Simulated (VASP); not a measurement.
Runs of VASP 6.6.1 on SnO. The structure is that of space group P4/nmm (No. 129), or close to it. The cells are those of the table. 

```tsv
task	cell	gap on the mesh (eV)	pressure (GPa)	largest force (eV/Å)
electric field gradients	a = 3.878, b = 3.878, c = 4.836 Å, 4 atoms	(c)	-3.6	0.29
single point	a = 3.802, b = 3.802, c = 4.836 Å, angles 90.6°, 4 atoms	none	0.2	0.17
electric field gradients	a = 3.688, b = 3.688, c = 4.836 Å, 4 atoms	none	7.6	0.94
electric field gradients	a = 3.802, b = 3.802, c = 4.836 Å, 4 atoms	0.01	0.2	(b)
single point	a = 3.764, b = 3.764, c = 4.836 Å, 4 atoms	none	(a)	0.41
```

Alike in all rows: level PBEsol; potentials or basis VASP PAW PBE potentials, release 64 (Sn_d, O); no spin polarisation; k mesh 8 × 8 × 6; cutoff (eV) 520; smearing fermi-dirac 0.01 eV.

Question: Fill in the values left out.

Answer: (a) 2.4; (b) 0.15; (c) 0.23.

Caveats: the PAW data sets were made with another functional, which shifts forces and pressure a little; spin-orbit coupling is left out, which moves the levels of the heavy elements.

A k mesh can miss the band edges, and the runs leave out spin-orbit coupling on Sn.

A gap of «none» marks levels without a gap at the run's occupations.
